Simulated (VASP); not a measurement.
A run of VASP 6.6.1 is set up as follows.

Contents of INCAR:

```
SYSTEM = Al
ALGO = Fast
EDIFF = 1E-6
ENCUT = 520
GGA = PE
ISIF = 2
ISMEAR = 0
IVDW = 12
LASPH = .True.
LCHARG = .False.
LREAL = .False.
LWAVE = .False.
NBANDS = 14
NELM = 100
PREC = Accurate
SIGMA = 0.15
```

KPOINTS

```
k-points
0
Gamma
  18 18 4
  0 0 0
```

Contents of POSCAR:

```
Al
1.0
    2.8144222650      0.0000000000      0.0000000000
   -1.4072111325      2.4373611785      0.0000000000
    0.0000000000      0.0000000000      9.2410470710
Al
4
Direct
    0.0000000000      0.0000000000      0.0000000000
    0.4482116708      0.8964233416      0.2500000000
    0.0000000000      0.0000000000      0.5000000000
    0.6666666667      0.3333333333      0.7500000000
```

Potentials or basis: VASP PAW PBE potentials, release 64 (Al).

The run is started by

```console
$ cat potpaw_PBE.64/Al/POTCAR > POTCAR
$ mpirun -np 1 vasp_std > vasp.out
```

**Question.** What does it give for the largest force?

**Answer.** 0.237 eV/Å.

**Question.** Predict the dispersion energy per atom.

**Answer.** -0.351 eV.

**Question.** Estimate the pressure.

**Answer.** 0.9 GPa.

**Question.** Predict the band gap on the k mesh.

**Answer.** Zero (band 6 reaches 12.43 eV, above the bottom of band 7 at 6.75 eV).

Forces in eV/Å, atoms in the order of the input:
```
Al   0.000  0.085 -0.170
Al   0.000 -0.237  0.000
Al   0.000  0.085  0.170
Al   0.000  0.067  0.000
```

Caveat: the cell differs from its parent crystal (atom 2 (Al) moved by +0.560 Å along [1 2 0] and +0.000 Å along [0 0 1]); pairwise dispersion overbinds metals, which lowers pressure and volume.
